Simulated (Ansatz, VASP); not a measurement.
## Two plane-wave programs on LiF

```
Li F
1.0
     0.00000    2.01400    2.01400
     2.01400    0.00000    2.01400
     2.01400    2.01400    0.00000
Li F
1 1
Direct
  0.00000 0.00000 0.00000
  0.50000 0.50000 0.50000
```

Alike in both runs: task relaxation of cell and atoms; functional r2SCAN; dispersion rVV10; k mesh 7 × 7 × 7; no spin polarisation.

|  | VASP | Ansatz |
| --- | --- | --- |
| version | VASP 6.6.1 | Ansatz 0.2.0 |
| potentials or method | VASP PAW PBE potentials, release 64 (Li_sv, F), cutoff 600 eV | plane waves, PAW |
| occupations | gaussian, width 0.01 eV | fixed |
| valence electrons in the cell | 10 | 10 |

Ansatz gave:

```
relaxed volume (Å³/atom)                                     : 7.84
relaxed cell length with the largest relative difference (Å) : 2.810
```

What did VASP give for the same quantities?

Relaxed volume (Å³/atom): 7.75; relaxed cell length with the largest relative difference (Å): 2.799.

VASP's potentials were made for PBE, not for r2SCAN.

Noted on VASP's run: the cutoff is short for stress, so the pressure is rough.
